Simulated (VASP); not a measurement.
Set up this calculation in VASP 6.6.1, as the native input.

* Task: single point
* Functional: LDA
* Potentials or basis: VASP PAW LDA potentials, release 64 (Na_pv, F)
* Cutoff: 520 eV
* k mesh: 4 × 4 × 4
* Occupations: gaussian, width 0.05 eV
* Spin: no spin polarisation
* Dipole correction: no
* Further INCAR settings: ALGO = Normal; EDIFF = 1e-06; NBANDS = 14

The structure of NaF lies in POSCAR:

```
NaF
1.0
   -0.5034920084      2.1007770007      2.1007770007
    2.1007770007     -0.5034920084      2.1007770007
    2.1007770007      2.1007770007     -0.5034920084
Na F
1 1
Direct
    0.0000000000      0.0000000000      0.0000000000
    0.5000000000      0.5000000000      0.5000000000
```

This cell differs from its parent crystal: ratio of the length along [111] to the lengths across it x 0.71, volume and fractional coordinates fixed.

These files were run (other wordings do the same):

INCAR

```
SYSTEM = NaF
  PREC = Accurate
  ENCUT = 520
  EDIFF = 1E-6
  ISMEAR = 0
  SIGMA = 0.05
  LREAL = .False.
  LASPH = .True.
  NELM = 80
  ALGO = Normal
  ISIF = 2
  LWAVE = .False.
  LCHARG = .False.
  NBANDS = 14
```

KPOINTS

```
Automatic mesh
0
Gamma
  4 4 4
  0 0 0
```

Potentials or basis: VASP PAW LDA potentials, release 64 (Na_pv, F).

Command:

```sh
$ cat potpaw_LDA.64/Na_pv/POTCAR potpaw_LDA.64/F/POTCAR > POTCAR
$ mpirun -np 1 vasp_std > vasp.out
```

It gave:

| Quantity | Value |
| --- | --- |
| Pressure | -6.2 GPa |
| Band gap on the k mesh | 5.24 eV, direct |

Caveat: the k points lie up to 0.55 Å⁻¹ apart.

Run time: 2.7 s on 1 thread of Intel Xeon 6975P-C, with other jobs on the host, peak memory 0.12 GiB.
